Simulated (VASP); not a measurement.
Wanted: the native input for a VASP 6.6.1 run.

- Task: single point
- Functional: PBEsol
- Potentials or basis: VASP PAW PBE potentials, release 64 (H)
- Cutoff: 500 eV
- k mesh: 13 × 13 × 7
- Occupations: fermi-dirac, width 0.03 eV
- Spin: no spin polarisation
- Dipole correction: no
- Further INCAR settings: ALGO = Normal; EDIFF = 1e-06; NBANDS = 8

The structure of H lies in POSCAR:

```
H
1.0
    2.0149994853      0.0000000000      0.0000000000
   -1.0074997427      1.7450407429      0.0000000000
    0.0000000000      0.0000000000      3.2370000000
H
2
Direct
    0.3333333333      0.6666666667      0.2500000000
    0.6666666667      0.3333333333      0.7500000000
```

One way to write it, as run:

INCAR

```
PREC = Accurate
ENCUT = 500
EDIFF = 1E-6
ISMEAR = -1
SIGMA = 0.03
LREAL = False
LASPH = True
NELM = 120
ALGO = Normal
ISIF = 2
LWAVE = False
LCHARG = False
GGA = PS
NBANDS = 8
GGA_COMPAT = False
```

KPOINTS

```
Automatic mesh
0
Gamma
  13 13 7
```

Potentials or basis: VASP PAW PBE potentials, release 64 (H).

Command:

```sh
$ cat potpaw_PBE.64/H/POTCAR > POTCAR
$ mpirun -np 1 vasp_std > vasp.out
```

It gave:

The pressure is -25.6 GPa. The band gap on the k mesh is zero (bands 1 and 2 overlap by 8.81 eV).

Caveat: the cell stands under tension; the atoms stand far beyond bonding distance, and open shells without spin polarisation read as a metal; the PAW data sets were made with another functional, which shifts forces and pressure a little.

It took 3.8 s on 1 thread of Intel(R) Xeon(R) Platinum 8259CL CPU @ 2.50GHz (Skylake/Cascade Lake), with other jobs on the host, peak memory 0.12 GiB.
